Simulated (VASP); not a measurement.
Wanted: the native input for a VASP 6.6.1 run.

| Quantity | Value |
| --- | --- |
| Task | single point |
| Functional | PBE |
| Potentials or basis | VASP PAW PBE potentials, release 64 (Ag) |
| Cutoff | 520 eV |
| k mesh | 17 × 17 × 17 |
| Occupations | fermi-dirac, width 0.05 eV |
| Spin | no spin polarisation |
| Dipole correction | no |
| Further INCAR settings | ALGO = Normal; EDIFF = 1e-06; NBANDS = 12 |

The structure of Ag lies in POSCAR:

```
Ag
1.0
    0.0000000000      1.9937393223      1.9937393223
    1.9937393223      0.0000000000      1.9937393223
    1.9937393223      1.9937393223      0.0000000000
Ag
1
Direct
    0.0000000000      0.0000000000      0.0000000000
```

One way to write it, as run:

INCAR

```
ALGO = Normal
EDIFF = 1E-6
ENCUT = 520
GGA = PE
ISIF = 2
ISMEAR = -1
LASPH = T
LCHARG = F
LREAL = F
LWAVE = F
NBANDS = 12
NELM = 100
PREC = Accurate
SIGMA = 0.05
```

KPOINTS

```
k-points
0
Gamma
  17 17 17
```

Potentials or basis: VASP PAW PBE potentials, release 64 (Ag).

Run with:

```console
$ cat potpaw_PBE.64/Ag/POTCAR > POTCAR
$ mpirun -np 1 vasp_std > vasp.out
```

Results of the run:

```
Pressure : 14.8 GPa
```

Run time: 12 s on 1 thread of Intel(R) Xeon(R) 6975P-C (Granite Rapids), with other jobs on the host, peak memory 0.16 GiB.
